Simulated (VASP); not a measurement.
A run of VASP 6.6.1 is set up as follows.

The input POSCAR:

```
TaSiAs
1.0
    3.4755160709      0.0000000000      0.0000000000
    0.0000000000      3.4755160709      0.0000000000
    0.0000000000      0.0000000000      7.8042668675
Ta Si As
2 2 2
Direct
    0.5000000000      0.0000000000      0.2560000000
    0.0000000000      0.5000000000      0.7440000000
    0.0000000000      0.0000000000      0.0000000000
    0.5000000000      0.5000000000      0.0000000000
    0.5000000000      0.0000000000      0.6090000000
    0.0000000000      0.5000000000      0.3910000000
```

File INCAR.step1:

```
PREC = Accurate ; ENCUT = 520
ISMEAR = -1 ; SIGMA = 0.1
LREAL = False ; LASPH = True
NELM = 80 ; NBANDS = 29
GGA = PE ; ALGO = Normal
EDIFF = 1E-4 ; LWAVE = True
LCHARG = False
```

File INCAR.step2:

```
PREC = Accurate ; ENCUT = 520
EDIFF = 1E-7 ; ISMEAR = -1
SIGMA = 0.1 ; LREAL = False
LASPH = True ; NELM = 80
ALGO = Normal ; ISIF = 2
LWAVE = False ; LCHARG = False
METAGGA = R2SCAN ; LMIXTAU = True
NBANDS = 29 ; ISTART = 1
```

File KPOINTS:

```
Automatic mesh
0
Gamma
  7 7 3
```

Potentials or basis: VASP PAW PBE potentials, release 64 (Ta_pv, Si, As).

The run is started by

```sh
$ cat potpaw_PBE.64/Ta_pv/POTCAR potpaw_PBE.64/Si/POTCAR potpaw_PBE.64/As/POTCAR > POTCAR
$ cp INCAR.step1 INCAR
$ mpirun -np 1 vasp_std > vasp.out
$ cp INCAR.step2 INCAR
$ mpirun -np 1 vasp_std > vasp.out
```

**Question.** What does it give for the pressure?

**Answer.** 4.4 GPa.

**Question.** Estimate the largest force.

**Answer.** 0.162 eV/Å.

Forces in eV/Å, atoms in the order of the input:
```
Ta   0.000  0.000 -0.149
Ta   0.000  0.000  0.149
Si   0.000  0.000  0.000
Si   0.000  0.000  0.000
As   0.000  0.000  0.162
As   0.000  0.000 -0.162
```

Caveat: the cell stands under pressure; the PAW data sets were made with another functional, which shifts forces and pressure a little.
